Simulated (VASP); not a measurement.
Set up this calculation in VASP 6.6.1, as the native input.

```yaml
Task: single point
Functional: PBEsol
Dispersion: D3(BJ)
Potentials_or_basis: VASP PAW PBE potentials, release 64 (W_sv, Se)
Cutoff: 520 eV
k_mesh: 12 × 12 × 2
Occupations: gaussian, width 0.02 eV
Spin: no spin polarisation
Dipole_correction: no
Further_INCAR_settings: ALGO = Normal; EDIFF = 1e-06; NBANDS = 35
```

The structure of WSe2 lies in POSCAR:

```
WSe2
1.0
    3.1514409343      0.0000000000      0.0000000000
   -1.5757204672      2.7292279076      0.0000000000
    0.0000000000      0.0000000000     11.8707984901
W Se
2 4
Direct
    0.3333333333      0.6666666667      0.2500000000
    0.6666666667      0.3333333333      0.7500000000
    0.3333333333      0.6666666667      0.6075618915
    0.6666666667      0.3333333333      0.1075618915
    0.3333333333      0.6666666667      0.8924381085
    0.6666666667      0.3333333333      0.3924381085
```

This cell differs from its parent crystal: volume scaled by 0.91, then relaxed in part.

One way to write it, as run:

INCAR

```
PREC = Accurate
ENCUT = 520
EDIFF = 1E-6
ISMEAR = 0
SIGMA = 0.02
LREAL = False
LASPH = True
NELM = 100
ALGO = Normal
ISIF = 2
LWAVE = False
LCHARG = False
GGA = PS
IVDW = 12
NBANDS = 35
```

KPOINTS

```
Automatic mesh
0
Gamma
  12 12 2
```

Potentials or basis: VASP PAW PBE potentials, release 64 (W_sv, Se).

Command:

```sh
$ cat potpaw_PBE.64/W_sv/POTCAR potpaw_PBE.64/Se/POTCAR > POTCAR
$ mpirun -np 1 vasp_std > vasp.out
```

It gave:

The pressure is 10.2 GPa. The largest force is 0.072 eV/Å, the band gap on the k mesh is 0.36 eV, indirect (least direct gap 1.11 eV) and the dispersion energy per atom is -0.526 eV.

Caveat: the PAW data sets were made with another functional, which shifts forces and pressure a little; spin-orbit coupling is left out, which moves the levels of the heavy elements.

Run time: 74 s on 1 thread of Intel(R) Xeon(R) 6975P-C (Granite Rapids), on a shared host, peak memory 0.29 GiB.
